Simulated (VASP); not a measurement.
# CrSi6Mo2 (Fmmm) in VASP: single point with PBE

Aim: the single point of CrSi6Mo2 with PBE.

All numbers are computed with VASP 6.6.1; they aren't measurements. Logs are shortened: lines on timing, memory, paths and dates and some standing lists are left out, and cuts for length are marked.

## 1. The cell of the first run

It takes space group Fmmm (No. 69, orthorhombic). Conventional cell: a = 4.499 Å, b = 7.776 Å, c = 13.471 Å, α = 90.00°, β = 90.00°, γ = 90.00°. Cr (site symmetry mmm) has 10 Si at 2.55 to 2.60 Å and 4 Mo at 3.17 Å within 3.4 Å. Within 3.4 Å of Si (site symmetry m) lie 9 Si at 2.55 to 3.23 Å and 1 Cr at 2.55 Å and 4 Mo at 2.59 to 2.62 Å. Si (site symmetry m2m) has 9 Si at 2.57 to 3.15 Å and 2 Mo at 2.58 Å and 3 Cr at 2.59 to 2.60 Å within 3.4 Å. Mo (site symmetry mm2) has 10 Si at 2.58 to 2.62 Å and 2 Cr at 3.17 Å and 2 Mo at 3.19 Å within 3.4 Å.

## 2. Single point, PBE

POSCAR

```
CrSi6Mo2
1.0
    0.0000000000      3.8882435706      6.7357085959
    2.2496402793      0.0000000000      6.7357085959
    2.2496402793      3.8882435706      0.0000000000
Cr Si Mo
1 6 2
Direct
    0.5000000000      0.5000000000      0.5000000000
    0.1721317534      0.4999030778      0.5000969222
    0.5000969222      0.8278682466      0.1721317534
    0.8348510156      0.1651489844      0.8348510156
    0.4999030778      0.1721317534      0.8278682466
    0.8278682466      0.5000969222      0.4999030778
    0.1651489844      0.8348510156      0.1651489844
    0.8339900795      0.8339900795      0.1660099205
    0.1660099205      0.1660099205      0.8339900795
```

INCAR.step1

```
PREC = Accurate
ENCUT = 520
EDIFF = 1E-7
ISMEAR = 0
SIGMA = 0.1
LREAL = F
LASPH = T
NELM = 60
ALGO = Fast
ISIF = 2
LWAVE = F
LCHARG = T
LMAXMIX = 4
GGA = PE
NBANDS = 42
```

KPOINTS.step1

```
regular mesh
0
Gamma
  10 10 10
```

INCAR.step2

```
PREC = Accurate
ENCUT = 520
EDIFF = 1E-7
ISMEAR = -5
SIGMA = 0.1
LREAL = F
LASPH = T
NELM = 60
ALGO = Fast
ISIF = 2
LWAVE = F
LCHARG = F
LMAXMIX = 4
GGA = PE
LORBIT = 11
NEDOS = 2001
ICHARG = 11
```

KPOINTS.step2

```
regular mesh
0
Gamma
  15 15 15
```

Potentials or basis: VASP PAW PBE potentials, release 64 (Cr_pv, Si, Mo_sv).

The run is started by

```console
cat potpaw_PBE.64/Cr_pv/POTCAR potpaw_PBE.64/Si/POTCAR potpaw_PBE.64/Mo_sv/POTCAR > POTCAR
cp INCAR.step1 INCAR
cp KPOINTS.step1 KPOINTS
mpirun -np 1 vasp_std > vasp.out
cp INCAR.step2 INCAR
cp KPOINTS.step2 KPOINTS
mpirun -np 1 vasp_std > vasp.out
```

OUTCAR:

```text
PREC = Accurate
   ENCUT = 520
   EDIFF = 1E-7
   ISMEAR = -5
   LREAL = F
   LASPH = T
   NELM = 60
   ISIF = 2
   GGA = PE
   LORBIT = 11
   ICHARG = 11

 ion  position               nearest neighbor table
   1  0.500  0.500  0.500-   2 2.55   3 2.55   5 2.55   6 2.55   7 2.59   7 2.59   4 2.59   4 2.59
                             4 2.60   7 2.60   9 3.17   8 3.17   9 3.17   8 3.17
   2  0.172  0.500  0.500-   5 2.55   1 2.55   7 2.58   8 2.59   8 2.59   8 2.61   5 2.62   5 2.62
                             9 2.62   6 2.68
   3  0.500  0.828  0.172-   6 2.55   1 2.55   7 2.58   9 2.59   9 2.59   9 2.61   6 2.62   6 2.62
                             8 2.62   5 2.68
   4  0.835  0.165  0.835-   7 2.57   6 2.58   5 2.58   8 2.58   9 2.58   1 2.59   1 2.59   1 2.60
                             7 2.61   7 2.61
   5  0.500  0.172  0.828-   2 2.55   1 2.55   4 2.58   8 2.59   8 2.59   8 2.61   2 2.62   2 2.62
                             9 2.62   3 2.68
   6  0.828  0.500  0.500-   3 2.55   1 2.55   4 2.58   9 2.59   9 2.59   9 2.61   3 2.62   3 2.62
                             8 2.62   2 2.68
   7  0.165  0.835  0.165-   4 2.57   3 2.58   2 2.58   8 2.58   9 2.58   1 2.59   1 2.59   1 2.60
                             4 2.61   4 2.61
   8  0.834  0.834  0.166-   4 2.58   7 2.58   5 2.59   5 2.59   2 2.59   2 2.59   5 2.61   2 2.61
                             6 2.62   3 2.62   1 3.17   1 3.17   9 3.19   9 3.19
   9  0.166  0.166  0.834-   4 2.58   7 2.58   6 2.59   6 2.59   3 2.59   3 2.59   6 2.61   3 2.61
                             2 2.62   5 2.62   1 3.17   1 3.17   8 3.19   8 3.19

  LATTYP: Found a face centered orthorhombic cell.
 ALAT       =     4.4992805586
 B/A-ratio  =     1.7283845806
 C/A-ratio  =     2.9941269535

  Lattice vectors:

 A1 = (   0.0000000000,   3.8882435706,   6.7357085959)
 A2 = (   2.2496402793,   0.0000000000,   6.7357085959)
 A3 = (   2.2496402793,   3.8882435706,   0.0000000000)

Analysis of symmetry for initial positions (statically):
=====================================================================
 Subroutine PRICEL returns:
 Original cell was already a primitive cell.

 Routine SETGRP: Setting up the symmetry group for a
 face centered orthorhombic supercell.

 Subroutine GETGRP returns: Found  8 space group operations
 (whereof  8 operations were pure point group operations)
 out of a pool of  8 trial point group operations.

The static configuration has the point symmetry D_2h.

Analysis of symmetry for dynamics (positions and initial velocities):
=====================================================================
 Subroutine PRICEL returns:
 Original cell was already a primitive cell.

 Routine SETGRP: Setting up the symmetry group for a
 face centered orthorhombic supercell.

[... 141 lines left out ...]
  volume/ion in A,a.u.               =      13.09        88.36
  Fermi-wavevector in a.u.,A,eV,Ry     =   1.335698  2.524103 24.273999  1.784089
  Thomas-Fermi vector in A             =   2.464382
   LORBIT       =     11    0 simple, 1 ext, 2 COOP (PROOUT), +10 PAW based schemes
   GGA     = PE    functional components
   LHFCALC =     F    Hartree Fock is set to
   AEXX    =    0.0000 exact exchange contribution
   IVDW    =     0    specifies the selected vdW correction
   LEPSILON=     F    determine dielectric tensor
   LRPA    =     F    only Hartree local field effects (RPA)
 non-spin polarized calculation
 RMM-DIIS sequential band-by-band and
 Fermi weights with tetrahedron method with Bloechl corrections
  energy-cutoff  :      520.00
  volume of cell :      117.84
 maximum number of plane-waves:      3201
 NGX is ok and might be reduce to    60

 number of electron      64.0000004 magnetization

 Free energy of the ion-electron system (eV)
  ---------------------------------------------------
  ext. energy  EPLUGINS =         0.00000000
  ---------------------------------------------------
  free energy    TOTEN  =       -67.79944344 eV

  energy without entropy =      -67.79944344  energy(sigma->0) =      -67.79944344

 E-fermi :  11.9174     XC(G=0): -12.3732

 val. band max:       11.9151020178   @ k =   0.4667   0.0667   0.3333
 cond. band min:      11.8983095803   @ k =   0.0000   0.4667   0.4667
 fundamental gap:     -0.0167924376
 Fermi energy:        11.9173816897

 k-point     1 :       0.0000    0.0000    0.0000
  band No.  band energies     occupation
      1     -48.7335      2.00000
      2     -48.7145      2.00000
      3     -31.0209      2.00000
      4     -31.0168      2.00000
      5     -30.9279      2.00000
      6     -22.9989      2.00000
[... 973 lines left out ...]
     37      14.2844      0.00000
     38      14.9008      0.00000

 [... further k-points ...]
[... 5 lines left out ...]
  --------------------------------------------------------------------------------------
  -------------------------------------------------------------------------------------
  Total        0.0308848      0.1594799      0.1017379      0.0000000      0.0000000      0.0000000
  in kB        0.4199291      2.1683859      1.3832909      0.0000000      0.0000000      0.0000000
  external PRESSURE =       1.3238686 kB  Pullay stress =       0.0000000 kB

 VOLUME and BASIS-vectors are now :
 -----------------------------------------------------------------------------
  energy-cutoff  :      520.00
  volume of cell :      117.84
      direct lattice vectors                 reciprocal lattice vectors
     0.000000000  3.888243571  6.735708596    -0.222257756  0.128592767  0.074231240
     2.249640279  0.000000000  6.735708596     0.222257756 -0.128592767  0.074231240
     2.249640279  3.888243571  0.000000000     0.222257756  0.128592767 -0.074231240

 POSITION                                       TOTAL-FORCE (eV/Angst)
 -----------------------------------------------------------------------------------
      2.24964      3.88824      6.73571         0.000000      0.000000     -0.000000
      2.24964      2.61379      4.52663         0.000000      0.002295      0.006655
      2.24964      2.61379      8.94479         0.000000      0.002295     -0.006655
      2.24964      6.49221      6.73571         0.000000      0.000708     -0.000000
      2.24964      5.16270      4.52663         0.000000     -0.002295      0.006655
      2.24964      5.16270      8.94479         0.000000     -0.002295     -0.006655
      2.24964      1.28428      6.73571         0.000000     -0.000708     -0.000000
      2.24964      3.88824     11.23503         0.000000      0.000000      0.005271
      2.24964      3.88824      2.23639         0.000000      0.000000     -0.005271
 -----------------------------------------------------------------------------------
    total drift:                               -0.000000     -0.000000      0.000000

  FREE ENERGIE OF THE ION-ELECTRON SYSTEM (eV)
  ---------------------------------------------------
  free  energy   TOTEN  =       -67.7994434420 eV

  energy  without entropy=      -67.7994434420  energy(sigma->0) =      -67.79944344

 total charge

# of ion       s       p       d       tot
------------------------------------------
    1        0.285   6.312   4.349  10.946
    2        0.743   0.878   0.000   1.621
    3        0.743   0.878   0.000   1.621
    4        0.742   0.866   0.000   1.608
    5        0.743   0.878   0.000   1.621
    6        0.743   0.878   0.000   1.621
    7        0.742   0.866   0.000   1.608
    8        2.291   6.212   4.208  12.711
    9        2.291   6.212   4.208  12.711
--------------------------------------------------
tot          9.324  23.978  12.766  46.068
```

OSZICAR.step1:

```text
N       E                     dE             d eps       ncg     rms          rms(c)
DAV:   1     0.578318305338E+03    0.57832E+03   -0.33793E+04 15148   0.150E+03
DAV:   2    -0.330270824766E+02   -0.61135E+03   -0.58624E+03 15010   0.414E+02
DAV:   3    -0.717030867944E+02   -0.38676E+02   -0.36959E+02 18922   0.940E+01
DAV:   4    -0.726825343905E+02   -0.97945E+00   -0.96921E+00 17728   0.140E+01
[... 12 lines left out ...]
RMM:  17    -0.678009720425E+02   -0.25485E-05   -0.61512E-05 20562   0.268E-02    0.334E-02
RMM:  18    -0.678009748039E+02   -0.27614E-05   -0.17467E-05 21631   0.132E-02    0.425E-02
RMM:  19    -0.678009720656E+02    0.27383E-05   -0.60753E-06 17445   0.107E-02    0.127E-02
RMM:  20    -0.678009721936E+02   -0.12809E-06   -0.27782E-06 18109   0.552E-03    0.121E-02
RMM:  21    -0.678009722601E+02   -0.66454E-07   -0.64820E-07 15818   0.240E-03
   1 F= -.67800972E+02 E0= -.67798604E+02  d E =-.473644E-02
```

Run time: 1.9 h. Hardware: 1 thread of Oxide Virtual Turin-like, shared host; peak memory 1.8 GiB.

What came out:

| Item | Value |
| --- | --- |
| Valence electrons inside the program's atomic spheres | Cr 10.95; Si 1.62, 1.61 (each value once); Mo 12.71 |

Caveat: the run has no spin polarisation, though such a crystal can be magnetic. Spin polarisation is off, so any magnetic state and its effect on volume and gap are missing.
